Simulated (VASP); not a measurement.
# Sb (I4/mmm) in VASP: notebook, part 2 of 2

VASP 6.6.1. The steps go on from the part before.

## (3) Single point, HF

This run uses another cell than the first one, of 28.91 Å³/atom.

File POSCAR:

```
Sb
1.0
   -1.6081876450      1.6081876450      2.7941653426
    1.6081876450     -1.6081876450      2.7941653426
    1.6081876450      1.6081876450     -2.7941653426
Sb
1
Direct
    0.0000000000      0.0000000000      0.0000000000
```

File INCAR.step1:

```
PREC     = Accurate       # precision mode
ENCUT    = 400            # plane-wave cutoff, eV
EDIFF    = 1E-5           # SCF threshold, eV
ISMEAR   = -1             # smearing method
SIGMA    = 0.05           # smearing width, eV
LREAL    = F              # projectors in reciprocal space
LASPH    = T              # aspherical terms in the spheres
NELM     = 120            # most SCF steps
ALGO     = Normal         # electronic algorithm
ISIF     = 2              # what is computed and relaxed
LWAVE    = T              # write WAVECAR
LCHARG   = F              # write CHGCAR
GGA      = PE             # functional
NBANDS   = 14             # bands
GGA_COMPAT= F
```

File INCAR.step2:

```
PREC     = Accurate       # precision mode
ENCUT    = 400            # plane-wave cutoff, eV
EDIFF    = 1E-6           # SCF threshold, eV
ISMEAR   = -1             # smearing method
SIGMA    = 0.05           # smearing width, eV
LREAL    = F              # projectors in reciprocal space
LASPH    = T              # aspherical terms in the spheres
NELM     = 120            # most SCF steps
ALGO     = Normal         # electronic algorithm
ISIF     = 2              # what is computed and relaxed
LWAVE    = F              # write WAVECAR
LCHARG   = F              # write CHGCAR
GGA      = PE             # functional
LHFCALC  = T              # exact exchange
AEXX     = 1.0            # exact-exchange fraction
ALDAC    = 0.0          
AGGAC    = 0.0          
PRECFOCK = Normal       
ISTART   = 1            
NBANDS   = 14             # bands
GGA_COMPAT= F
```

File KPOINTS:

```
regular mesh
0
Gamma
  6 6 6
```

Potentials or basis: VASP PAW PBE potentials, release 64 (Sb_d_GW).

Launch:

```
> cat potpaw_PBE.64/Sb_d_GW/POTCAR > POTCAR
> cp INCAR.step1 INCAR
> mpirun -np 1 vasp_std > vasp.out
> cp INCAR.step2 INCAR
> mpirun -np 1 vasp_std > vasp.out
```

OUTCAR:

```text
PREC = Accurate
   ENCUT = 400
   EDIFF = 1E-6
   ISMEAR = -1
   LREAL = F
   LASPH = T
   NELM = 120
   ISIF = 2
   GGA = PE
   LHFCALC = T
   AEXX = 1.0
   PRECFOCK = Normal
   ISTART = 1

 ion  position               nearest neighbor table
   1  0.000  0.000  0.000-

  LATTYP: Found a body centered tetragonal cell.
 ALAT       =     3.2163752900
 C/A-ratio  =     1.7374622615

  Lattice vectors:

 A1 = (  -1.6081876450,   1.6081876450,   2.7941653426)
 A2 = (   1.6081876450,  -1.6081876450,   2.7941653426)
 A3 = (   1.6081876450,   1.6081876450,  -2.7941653426)

Analysis of symmetry for initial positions (statically):
=====================================================================
 Subroutine PRICEL returns:
 Original cell was already a primitive cell.

 Routine SETGRP: Setting up the symmetry group for a
 body centered tetragonal supercell.

 Subroutine GETGRP returns: Found 16 space group operations
 (whereof 16 operations were pure point group operations)
 out of a pool of 16 trial point group operations.

The static configuration has the point symmetry D_4h.

Analysis of symmetry for dynamics (positions and initial velocities):
=====================================================================
 Subroutine PRICEL returns:
 Original cell was already a primitive cell.

 Routine SETGRP: Setting up the symmetry group for a
 body centered tetragonal supercell.

 Subroutine GETGRP returns: Found 16 space group operations
 (whereof 16 operations were pure point group operations)
 out of a pool of 16 trial point group operations.

The dynamic configuration has the point symmetry D_4h.

 Subroutine INISYM returns: Found 16 space group operations
 (whereof 16 operations are pure point group operations),
 and found     1 'primitive' translations

----------------------------------------------------------------------------------------

                                     Primitive cell

  volume of cell :      28.9058

  direct lattice vectors                    reciprocal lattice vectors
    -1.608187645  1.608187645  2.794165343     0.000000000  0.310908992  0.178944314
     1.608187645 -1.608187645  2.794165343     0.310908992  0.000000000  0.178944314
     1.608187645  1.608187645 -2.794165343     0.310908992  0.310908992  0.000000000

  length of vectors
     3.602762130  3.602762130  3.602762130     0.358727569  0.358727569  0.439691713

  position of ions in fractional coordinates (direct lattice)
     0.000000000  0.000000000  0.000000000

  ion indices of the primitive-cell ions
   primitive index   ion index
                 1           1

----------------------------------------------------------------------------------------

 KPOINTS: regular mesh

Automatic generation of k-mesh.
 Grid dimensions read from file:
 generate k-points for:    6    6    6

 Generating k-lattice:

  Cartesian coordinates                     Fractional coordinates (reciprocal lattice)
     0.000000000  0.051818165  0.029824052     0.166666667 -0.000000000  0.000000000
     0.051818165  0.000000000  0.029824052    -0.000000000  0.166666667  0.000000000
     0.051818165  0.051818165  0.000000000     0.000000000  0.000000000  0.166666667
[... 44 lines left out ...]
   ions per type =               1
   NGX,Y,Z   is equivalent  to a cutoff of  11.07, 11.07, 11.07 a.u.
   NGXF,Y,Z  is equivalent  to a cutoff of  22.15, 22.15, 22.15 a.u.
 SYSTEM =  unknown system
   PREC   = accura    normal or accurate (medium, high low for compatibility)
   ISTART =      1    job   : 0-new  1-cont  2-samecut
   ICHARG =      0    charge: 1-file 2-atom 10-const
   ISPIN  =      1    spin polarized calculation?
   LNONCOLLINEAR =      F non collinear calculations
   LSORBIT =      F    spin-orbit coupling
   LASPH  =      T    aspherical Exc in radial PAW
   ENCUT  =  400.0 eV  29.40 Ry    5.42 a.u.   5.88  5.88  5.88*2*pi/ulx,y,z
   NELM   =    120;   NELMIN=  2; NELMDL=  0     # of ELM steps
   EDIFF  = 0.1E-05   stopping-criterion for ELM
   LREAL  =      F    real-space projection
   EDIFFG = 0.1E-04   stopping-criterion for IOM
   NSW    =      0    number of steps for IOM
   IBRION =     -1    ionic relax: 0-MD 1-quasi-New 2-CG
   NFREE  =      0    steps in history (QN), initial steepest desc. (CG)
   ISIF   =      2    stress and relaxation
   ISYM   =      3    0-nonsym 1-usesym 2-fastsym
   POTIM  = 0.5000    time-step for ionic-motion
   TEBEG  =    0.0;   TEEND  =   0.0 temperature during run
   PSTRESS=    0.0 pullay stress
   NELECT =      15.0000    total number of electrons
   NUPDOWN=      -1.0000    fix difference up-down
   EMIN   =  10.00;   EMAX   =-10.00  energy-range for DOS
   EFERMI =   0.00;   METHOD = LEGACY
   ISMEAR =    -1;   SIGMA  =   0.05  broadening in eV -4-tet -1-fermi 0-gaus
   EFERMI_NEDOS =   21; number of points for ismear=-14 and -15
   IALGO  =     38    algorithm
   IMIX   =      1    mixing-type and parameters
     AMIX     =   0.40;   BMIX     =  1.00
     AMIX_MAG =   1.60;   BMIX_MAG =  1.00
  volume/ion in A,a.u.               =      28.91       195.07
  Fermi-wavevector in a.u.,A,eV,Ry     =   1.315558  2.486045 23.547514  1.730693
  Thomas-Fermi vector in A             =   2.445732
   LORBIT       =      0    0 simple, 1 ext, 2 COOP (PROOUT), +10 PAW based schemes
   GGA     = PE    functional components
   LHFCALC =     T    Hartree Fock is set to
   PRECFOCK=normal    Normal, Fast or Accurate (Low or Medium for compatibility)
   ENCUT4O =  -1.0   cutoff for four orbital integrals eV
   NKREDX  =     1    reduce k-point grid by
   NKREDY  =     1    reduce k-point grid by
   NKREDZ  =     1    reduce k-point grid by
   AEXX    =    1.0000 exact exchange contribution
   HFSCREEN=    0.0000 screening length (either q_TF or 0.3 A-1)
   HFSCREENC=   0.0000 screening length for correlation (either q_TF or 0.3 A-1)
   ENCUTFOCK=  -1.0 apply spherical cutoff to Coloumb kernel
   IVDW    =     0    specifies the selected vdW correction
   LEPSILON=     F    determine dielectric tensor
   LRPA    =     F    only Hartree local field effects (RPA)
 non-spin polarized calculation
  energy-cutoff  :      400.00
  volume of cell :       28.91
 maximum number of plane-waves:       538
  NGX = 18; NGY = 18; NGZ = 18

 number of electron      14.9999978 magnetization

 Free energy of the ion-electron system (eV)
  ---------------------------------------------------
  ext. energy  EPLUGINS =         0.00000000
  ---------------------------------------------------
  free energy    TOTEN  =        -7.33590831 eV

  energy without entropy =       -7.33446304  energy(sigma->0) =       -7.33518568

 E-fermi :   8.5170     XC(G=0):   0.0000

 val. band max:        6.0587884611   @ k =   0.3333   0.3333   0.1667
 cond. band min:       8.6153815764   @ k =   0.1667   0.1667  -0.0000
 fundamental gap:      2.5565931153
 Fermi energy:         8.5170346065

 k-point     1 :       0.0000    0.0000    0.0000
  band No.  band energies     occupation
      1     -34.2822      2.00000
      2     -34.2701      2.00000
      3     -34.2236      2.00000
      4     -34.2236      2.00000
      5     -34.1041      2.00000
      6     -13.2809      2.00000
      7      14.9720      0.00000
      8      15.9370      0.00000
      9      15.9370      0.00000
     10      20.7470      0.00000
     11      21.9285      0.00000
     12      22.1695      0.00000
     13      22.6126      0.00000
     14      22.6132      0.00000
[... 377 lines left out ...]
      1     -34.2877      2.00000
      2     -34.2505      2.00000
      3     -34.2101      2.00000
      4     -34.2003      2.00000
      5     -34.1098      2.00000
      6     -11.0641      2.00000
      7       4.2544      2.00000
      8       9.3421      0.00000
      9      13.7166      0.00000
     10      18.2431      0.00000
     11      21.4584      0.00000
     12      23.7821      0.00000
     13      27.0555      0.00000
     14      28.2510      0.00000

 [... further k-points ...]

------------------------ aborting loop because EDIFF is reached ----------------------------------------

  FORCE on cell =-STRESS in cart. coord.  units (eV):
  Direction    XX          YY          ZZ          XY          YZ          ZX
  --------------------------------------------------------------------------------------
  -------------------------------------------------------------------------------------
  Total       -0.1029643     -0.1029643     -0.1591365      0.0000000     -0.0000000      0.0000000
  in kB       -5.7070492     -5.7070492     -8.8205329      0.0000000     -0.0000000      0.0000000
  external PRESSURE =      -6.7448771 kB  Pullay stress =       0.0000000 kB

 VOLUME and BASIS-vectors are now :
 -----------------------------------------------------------------------------
  energy-cutoff  :      400.00
  volume of cell :       28.91
      direct lattice vectors                 reciprocal lattice vectors
    -1.608187645  1.608187645  2.794165343     0.000000000  0.310908992  0.178944314
     1.608187645 -1.608187645  2.794165343     0.310908992  0.000000000  0.178944314
     1.608187645  1.608187645 -2.794165343     0.310908992  0.310908992  0.000000000

 POSITION                                       TOTAL-FORCE (eV/Angst)
 -----------------------------------------------------------------------------------
      0.00000      0.00000      0.00000         0.000000      0.000000     -0.000000
 -----------------------------------------------------------------------------------
    total drift:                                0.000000      0.000000     -0.000000

  FREE ENERGIE OF THE ION-ELECTRON SYSTEM (eV)
  ---------------------------------------------------
  free  energy   TOTEN  =        -7.3359083083 eV

  energy  without entropy=       -7.3344630422  energy(sigma->0) =       -7.33518568
```

Wall time 30 min (1 thread of Intel Xeon Platinum 8488C (Sapphire Rapids), shared host); peak memory 0.15 GiB.

What came out:

```
Free energy            : -7.3359 eV
Pressure               : -0.7 GPa
Band gap on the k mesh : zero (an odd number of electrons rules out a gap without spin polarisation)
```

Caveat: the k points lie up to 0.38 Å⁻¹ apart, too coarse for converged energies and pressures of a metal; the PAW data sets were made with another functional, which shifts forces and pressure a little; spin-orbit coupling is left out, which moves the levels of the heavy elements; an odd number of electrons without spin polarisation forces a metal; a magnetic or distorted state may lie lower.

## (4) Single point, PBEsol-based screened hybrid with 25 % exact exchange

This run uses another cell than the first one, of 25.94 Å³/atom.

File POSCAR:

```
Sb
1.0
   -1.5704490897      1.5704490897      2.6295501890
    1.5704490897     -1.5704490897      2.6295501890
    1.5704490897      1.5704490897     -2.6295501890
Sb
1
Direct
    0.0000000000      0.0000000000      0.0000000000
```

File INCAR.step1:

```
SYSTEM = Sb
PREC = Accurate ; ENCUT = 400
EDIFF = 1E-5 ; ISMEAR = -1
SIGMA = 0.05 ; LREAL = .False.
LASPH = .True. ; NELM = 120
ALGO = Normal ; ISIF = 2
LWAVE = .True. ; LCHARG = .False.
GGA = PE ; NBANDS = 14
GGA_COMPAT = .False.
```

File INCAR.step2:

```
SYSTEM = Sb
PREC = Accurate ; ENCUT = 400
EDIFF = 1E-6 ; ISMEAR = -1
SIGMA = 0.05 ; LREAL = .False.
LASPH = .True. ; NELM = 120
ALGO = Normal ; ISIF = 2
LWAVE = .False. ; LCHARG = .False.
GGA = PS ; LHFCALC = .True.
AEXX = 0.25 ; HFSCREEN = 0.207
PRECFOCK = Normal ; ISTART = 1
NBANDS = 14 ; GGA_COMPAT = .False.
```

File KPOINTS:

```
Automatic mesh
0
Gamma
  6 6 6
  0 0 0
```

Launch:

```
> cat potpaw_PBE.64/Sb_d_GW/POTCAR > POTCAR
> cp INCAR.step1 INCAR
> mpirun -np 1 vasp_std > vasp.out
> cp INCAR.step2 INCAR
> mpirun -np 1 vasp_std > vasp.out
```

Wall time 32 min (1 thread of Intel Xeon Platinum 8259CL at 2.50GHz (Skylake/Cascade Lake), shared host); peak memory 0.25 GiB.

The run converged. Its results:

| Quantity | Value |
| --- | --- |
| Free energy | -4.9235 eV |
| Pressure | -0.5 GPa |
| Band gap on the k mesh | zero (an odd number of electrons rules out a gap without spin polarisation) |

Levels at points of the mesh, in eV from the Fermi level:
| k point | band 4 | band 5 | band 6 | band 7 | band 8 | band 9 | band 10 | band 11 | band 12 | band 13 |
| --- | --- | --- | --- | --- | --- | --- | --- | --- | --- | --- |
| (0.00, 0.00, 0.00) | -32.19 | -32.10 | -15.20 | 5.44 | 5.98 | 5.98 | 10.55 | 10.89 | 11.78 | 11.78 |
| (0.50, 0.00, 0.00) | -32.12 | -32.10 | -10.65 | -7.25 | 2.08 | 5.64 | 6.81 | 10.66 | 11.11 | 11.66 |
| (0.50, 0.50, 0.00) | -32.13 | -32.03 | -7.77 | -5.69 | -1.41 | 0.32 | 3.54 | 4.37 | 16.98 | 17.33 |
| (0.50, 0.50, 0.50) | -32.12 | -32.08 | -10.50 | -7.01 | 1.82 | 1.82 | 5.92 | 6.13 | 22.01 | 22.45 |

Caveat: the k points lie up to 0.39 Å⁻¹ apart, too coarse for converged energies and pressures of a metal; the PAW data sets were made with another functional, which shifts forces and pressure a little; spin-orbit coupling is left out, which moves the levels of the heavy elements; an odd number of electrons without spin polarisation forces a metal; a magnetic or distorted state may lie lower.

## (5) Overview

| level | cell | share of exact exchange | screening parameter | gap on the mesh (eV) | pressure (GPa) |
| --- | --- | --- | --- | --- | --- |
| PBEsol-based global hybrid with 25 % exact exchange | a = 3.511 Å, angles 126.6, 126.6, 78.8°, 1 atom | 0.25 | - | none | -3.2 |
| HF | a = 3.603 Å, angles 127.0, 127.0, 78.3°, 1 atom | 1 | - | none | -0.7 |
| PBEsol-based screened hybrid with 25 % exact exchange | a = 3.442 Å, angles 125.7, 125.7, 80.4°, 1 atom | 0.25 | 0.207 1/Å | none | -0.5 |

Alike in all rows: task single point; potentials or basis VASP PAW PBE potentials, release 64 (Sb_d_GW); no spin polarisation; k mesh 6 × 6 × 6; cutoff (eV) 400; smearing fermi-dirac 0.05 eV.

Caveats: all runs use coarse meshes; the PAW data sets were made with another functional, which shifts forces and pressure a little; spin-orbit coupling is left out, which moves the levels of the heavy elements; an odd number of electrons without spin polarisation forces a metal; a magnetic or distorted state may lie lower.

Total energies depend on the potentials used, so only differences within one code and one set of settings carry meaning.

The gap in the log of VASP goes by the Fermi energy; the results here count the filled bands.